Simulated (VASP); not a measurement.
# CaF2 (Fm-3m) in VASP: a series of runs

Runs on CaF2. Level: LDA. Tasks: phonons, dielectric tensor.

All numbers are computed with VASP 6.6.1; they aren't measurements. Logs are shortened: lines on timing, memory, paths and dates and some standing lists are left out, and cuts for length are marked.

## 1. The cell of the first run

It takes space group Fm-3m (No. 225, cubic). Conventional cell: a = 5.335 Å, b = 5.335 Å, c = 5.335 Å, α = 90.00°, β = 90.00°, γ = 90.00°. Within 3.1 Å of Ca (site symmetry m-3m) lie 8 F at 2.31 Å. F (site symmetry -43m) has 4 Ca at 2.31 Å and 6 F at 2.67 Å within 3.1 Å.

## 2. Phonons, LDA

Contents of POSCAR:

```
CaF2
1.0
   -0.0000000000      2.6673359631      2.6673359631
    2.6673359631     -0.0000000000      2.6673359631
    2.6673359631      2.6673359631      0.0000000000
  Ca              F
     1     2
Direct
     0.0000000000000000    1.0000000000000000    0.0000000000000000
     0.2500000000000000    0.2500000000000000    0.2500000000000000
     0.7500000000000000    0.7500000000000000    0.7500000000000000
```

Contents of INCAR.step1:

```
PREC     = Accurate       # precision mode
ENCUT    = 600            # plane-wave cutoff, eV
EDIFF    = 1E-8           # SCF threshold, eV
ISMEAR   = 0              # smearing method
SIGMA    = 0.03           # smearing width, eV
LREAL    = False          # projectors in reciprocal space
LASPH    = True           # aspherical terms in the spheres
NELM     = 80             # most SCF steps
ALGO     = Normal         # electronic algorithm
ISIF     = 3              # what is computed and relaxed
LWAVE    = False          # write WAVECAR
LCHARG   = False          # write CHGCAR
KPAR     = 2            
IBRION   = 2              # ionic algorithm
NSW      = 40             # ionic steps
EDIFFG   = -0.002         # ionic threshold
```

Contents of INCAR.step2:

```
PREC     = Accurate       # precision mode
ENCUT    = 600            # plane-wave cutoff, eV
EDIFF    = 1E-8           # SCF threshold, eV
ISMEAR   = 0              # smearing method
SIGMA    = 0.03           # smearing width, eV
LREAL    = False          # projectors in reciprocal space
LASPH    = True           # aspherical terms in the spheres
NELM     = 80             # most SCF steps
ALGO     = Normal         # electronic algorithm
ISIF     = 2              # what is computed and relaxed
LWAVE    = False          # write WAVECAR
LCHARG   = False          # write CHGCAR
KPAR     = 2            
IBRION   = 6              # ionic algorithm
NFREE    = 2            
POTIM    = 0.015          # step
NSW      = 1              # ionic steps
```

Contents of KPOINTS:

```
Automatic mesh
0
Gamma
  8 8 8
```

Potentials or basis: VASP PAW LDA potentials, release 64 (Ca_sv, F).

Started as:

```
cat potpaw_LDA.64/Ca_sv/POTCAR potpaw_LDA.64/F/POTCAR > POTCAR
cp INCAR.step1 INCAR
mpirun -np 2 vasp_std > vasp.out
cp CONTCAR POSCAR
cp INCAR.step2 INCAR
mpirun -np 2 vasp_std > vasp.out
```

OUTCAR:

```text
PREC = Accurate
   ENCUT = 600
   EDIFF = 1E-8
   ISMEAR = 0
   LREAL = False
   LASPH = True
   NELM = 80
   ISIF = 2
   IBRION = 6
   NFREE = 2
   POTIM = 0.015
   NSW = 1

 ion  position               nearest neighbor table
   1  0.000  0.000  0.000-   2 2.31   3 2.31   3 2.31   3 2.31   3 2.31   2 2.31   2 2.31   2 2.31

   2  0.250  0.250  0.250-   1 2.31   1 2.31   1 2.31   1 2.31
   3  0.750  0.750  0.750-   1 2.31   1 2.31   1 2.31   1 2.31

  LATTYP: Found a face centered cubic cell.
 ALAT       =     5.3339409841

  Lattice vectors:

 A1 = (   0.0000000000,   2.6669704920,   2.6669704920)
 A2 = (   2.6669704920,   0.0000000000,   2.6669704920)
 A3 = (   2.6669704920,   2.6669704920,   0.0000000000)

Analysis of symmetry for initial positions (statically):
=====================================================================
 Subroutine PRICEL returns:
 Original cell was already a primitive cell.

 Routine SETGRP: Setting up the symmetry group for a
 face centered cubic supercell.

 Subroutine GETGRP returns: Found 48 space group operations
 (whereof 48 operations were pure point group operations)
 out of a pool of 48 trial point group operations.

The static configuration has the point symmetry O_h .

Analysis of symmetry for dynamics (positions and initial velocities):
=====================================================================
 Subroutine PRICEL returns:
 Original cell was already a primitive cell.

 Routine SETGRP: Setting up the symmetry group for a
 face centered cubic supercell.

 Subroutine GETGRP returns: Found 48 space group operations
 (whereof 48 operations were pure point group operations)
 out of a pool of 48 trial point group operations.

The dynamic configuration has the point symmetry O_h .

 Subroutine INISYM returns: Found 48 space group operations
 (whereof 48 operations are pure point group operations),
 and found     1 'primitive' translations

----------------------------------------------------------------------------------------

                                     Primitive cell

  volume of cell :      37.9389

  direct lattice vectors                    reciprocal lattice vectors
     0.000000000  2.666970492  2.666970492    -0.187478640  0.187478640  0.187478640
     2.666970492  0.000000000  2.666970492     0.187478640 -0.187478640  0.187478640
     2.666970492  2.666970492  0.000000000     0.187478640  0.187478640 -0.187478640

  length of vectors
     3.771665840  3.771665840  3.771665840     0.324722529  0.324722529  0.324722529

  position of ions in fractional coordinates (direct lattice)
     0.000000000  0.000000000  0.000000000
     0.250000000  0.250000000  0.250000000
     0.750000000  0.750000000  0.750000000

  ion indices of the primitive-cell ions
   primitive index   ion index
                 1           1
                 2           2
                 3           3

----------------------------------------------------------------------------------------

 KPOINTS: Automatic mesh

Automatic generation of k-mesh.
 Grid dimensions read from file:
 generate k-points for:    8    8    8

 Generating k-lattice:

  Cartesian coordinates                     Fractional coordinates (reciprocal lattice)
    -0.023434830  0.023434830  0.023434830     0.125000000  0.000000000  0.000000000
[... 57 lines left out ...]
   ENCUT  =  600.0 eV  44.10 Ry    6.64 a.u.   7.53  7.53  7.53*2*pi/ulx,y,z
   NELM   =     80;   NELMIN=  2; NELMDL=  0     # of ELM steps
   EDIFF  = 0.1E-07   stopping-criterion for ELM
   LREAL  =      F    real-space projection
   EDIFFG = 0.1E-06   stopping-criterion for IOM
   NSW    =     73    number of steps for IOM
   IBRION =      6    ionic relax: 0-MD 1-quasi-New 2-CG
   NFREE  =      2    steps in history (QN), initial steepest desc. (CG)
   ISIF   =      2    stress and relaxation
   ISYM   =      2    0-nonsym 1-usesym 2-fastsym
   POTIM  = 0.0150    time-step for ionic-motion
   TEBEG  =    0.0;   TEEND  =   0.0 temperature during run
   PSTRESS=    0.0 pullay stress
   NELECT =      24.0000    total number of electrons
   NUPDOWN=      -1.0000    fix difference up-down
   EMIN   =  10.00;   EMAX   =-10.00  energy-range for DOS
   EFERMI =   0.00;   METHOD = LEGACY
   ISMEAR =     0;   SIGMA  =   0.03  broadening in eV -4-tet -1-fermi 0-gaus
   EFERMI_NEDOS =   21; number of points for ismear=-14 and -15
   IALGO  =     38    algorithm
   IMIX   =      4    mixing-type and parameters
     AMIX     =   0.40;   BMIX     =  1.00
     AMIX_MAG =   1.60;   BMIX_MAG =  1.00
  volume/ion in A,a.u.               =      12.65        85.34
  Fermi-wavevector in a.u.,A,eV,Ry     =   1.405347  2.655722 26.871525  1.975001
  Thomas-Fermi vector in A             =   2.527818
   LORBIT       =      0    0 simple, 1 ext, 2 COOP (PROOUT), +10 PAW based schemes
   GGA     = CA    functional components
   LHFCALC =     F    Hartree Fock is set to
   AEXX    =    0.0000 exact exchange contribution
   IVDW    =     0    specifies the selected vdW correction
   LEPSILON=     F    determine dielectric tensor
   LRPA    =     F    only Hartree local field effects (RPA)
 finite differences with symmetry
 non-spin polarized calculation
 Gauss-broadening in eV      SIGMA  =   0.03
  energy-cutoff  :      600.00
  volume of cell :       37.94
 maximum number of plane-waves:      1283
   NGX = 15   NGY = 15   NGZ = 15

--------------------------------------- Ionic step        1  -------------------------------------------

 number of electron      23.9999996 magnetization

 Free energy of the ion-electron system (eV)
  ---------------------------------------------------
  ext. energy  EPLUGINS =         0.00000000
  ---------------------------------------------------
  free energy    TOTEN  =       -19.01181593 eV

  energy without entropy =      -19.01181593  energy(sigma->0) =      -19.01181593

------------------------ aborting loop because EDIFF is reached ----------------------------------------

  FORCE on cell =-STRESS in cart. coord.  units (eV):
  Direction    XX          YY          ZZ          XY          YZ          ZX
  --------------------------------------------------------------------------------------
  -------------------------------------------------------------------------------------
  Total        0.0014342      0.0014342      0.0014342      0.0000000      0.0000000      0.0000000
  in kB        0.0605684      0.0605684      0.0605684      0.0000000      0.0000000      0.0000000
  external PRESSURE =       0.0605684 kB  Pullay stress =       0.0000000 kB
[... 135 lines left out ...]
--------------------------------------- Ionic step        5  -------------------------------------------

 number of electron      23.9999997 magnetization

 Free energy of the ion-electron system (eV)
  ---------------------------------------------------
  ext. energy  EPLUGINS =         0.00000000
  ---------------------------------------------------
  free energy    TOTEN  =       -19.01120282 eV

  energy without entropy =      -19.01120282  energy(sigma->0) =      -19.01120282

 E-fermi :  -0.7483     XC(G=0): -10.7327

 val. band max:       -0.9573369556   @ k =   0.0000   0.5000   0.5000
 cond. band min:       6.3714636609   @ k =   0.0000   0.0000   0.0000
 fundamental gap:      7.3288006165
 Fermi energy:        -0.7482571201

 k-point     1 :       0.0000    0.0000    0.0000
  band No.  band energies     occupation
      1     -36.0672      2.00000
      2     -20.6702      2.00000
      3     -19.7345      2.00000
      4     -17.3063      2.00000
      5     -17.3054      2.00000
      6     -17.3050      2.00000
[... 433 lines left out ...]
      3     -20.4877      2.00000
      4     -17.4045      2.00000
      5     -17.1088      2.00000
      6     -16.7806      2.00000
[... 8 lines left out ...]
     15       9.2464      0.00000
     16       9.7084      0.00000

 [... further k-points ...]

------------------------ aborting loop because EDIFF is reached ----------------------------------------

  FORCE on cell =-STRESS in cart. coord.  units (eV):
  Direction    XX          YY          ZZ          XY          YZ          ZX
  --------------------------------------------------------------------------------------
  -------------------------------------------------------------------------------------
  Total        0.0048779      0.0035629      0.0035629      0.0000000      0.0543665      0.0000000
  in kB        0.2059943      0.1504616      0.1504616      0.0000000      2.2959251      0.0000000
  external PRESSURE =       0.1689725 kB  Pullay stress =       0.0000000 kB
[... 18 lines left out ...]
  FREE ENERGIE OF THE ION-ELECTRON SYSTEM (eV)
  ---------------------------------------------------
  free  energy   TOTEN  =       -19.0112028156 eV

  energy  without entropy=      -19.0112028156  energy(sigma->0) =      -19.01120282

 INTERNAL STRAIN TENSORS FROM DISPLACED ATOMS
 ============================================

 INTERNAL STRAIN TENSOR FOR ION    1 for displacements in x,y,z  (eV/Angst):
          X           Y           Z          XY          YZ          ZX
  --------------------------------------------------------------------------------
  x     0.00000     0.00000     0.00000     0.00000     0.00000     0.00000
  y     0.00000     0.00000     0.00000     0.00000     0.00000     0.00000
  z     0.00000     0.00000     0.00000     0.00000     0.00000     0.00000

 INTERNAL STRAIN TENSOR FOR ION    3 for displacements in x,y,z  (eV/Angst):
          X           Y           Z          XY          YZ          ZX
  --------------------------------------------------------------------------------
  x    -0.00000    -0.00000    -0.00000     0.00000     3.62442     0.00000
  y     0.00000     0.00000     0.00000     0.00000     0.00000     3.62442
  z    -0.00000    -0.00000     0.00000     3.62442     0.00000     0.00000

 Eigenvectors and eigenvalues of the dynamical matrix
 ----------------------------------------------------

   1 f  =   10.182672 THz    63.979615 2PiTHz  339.657376 cm-1    42.112128 meV
             X         Y         Z           dx          dy          dz
      0.000000  0.000000  0.000000    -0.000000   -0.000000    0.000000
      1.333485  1.333485  1.333485    -0.293115   -0.632919    0.116175
      4.000456  4.000456  4.000456     0.293115    0.632919   -0.116175
[... 43 lines left out ...]
   9 f/i=    0.005889 THz     0.037004 2PiTHz    0.196447 cm-1     0.024356 meV
             X         Y         Z           dx          dy          dz
      0.000000  0.000000  0.000000     0.089966   -0.683997    0.191556
      1.333485  1.333485  1.333485     0.062027   -0.471583    0.132069
      4.000456  4.000456  4.000456     0.062027   -0.471583    0.132069

 ELASTIC MODULI CONTR FROM IONIC RELAXATION (kBar)
 Direction    XX          YY          ZZ          XY          YZ          ZX
 --------------------------------------------------------------------------------
 XX          -0.0000     -0.0000     -0.0000      0.0000      0.0000     -0.0000
 YY          -0.0000     -0.0000     -0.0000      0.0000      0.0000     -0.0000
 ZZ          -0.0000     -0.0000     -0.0000     -0.0000      0.0000     -0.0000
 XY           0.0000      0.0000     -0.0000   -137.6588     -0.0000     -0.0000
 YZ           0.0000      0.0000      0.0000     -0.0000   -137.6588     -0.0000
 ZX          -0.0000     -0.0000     -0.0000     -0.0000     -0.0000   -137.6588
 --------------------------------------------------------------------------------
```

Wall time 93 s (2 MPI ranks of Intel Xeon Platinum 8259CL at 2.50GHz (Skylake/Cascade Lake), shared host); peak memory 0.23 GiB.

Results:

```yaml
Highest_phonon_frequency_at_Γ_LO-TO_splitting_left_out: 340 cm⁻¹
```

Phonon frequencies in cm⁻¹ (negative: imaginary):
```
              q point                    frequencies
(0.000, 0.000, 0.000)  0 0 0 283 283 283 340 340 340
```

(Part 1 of 2 ends here.)
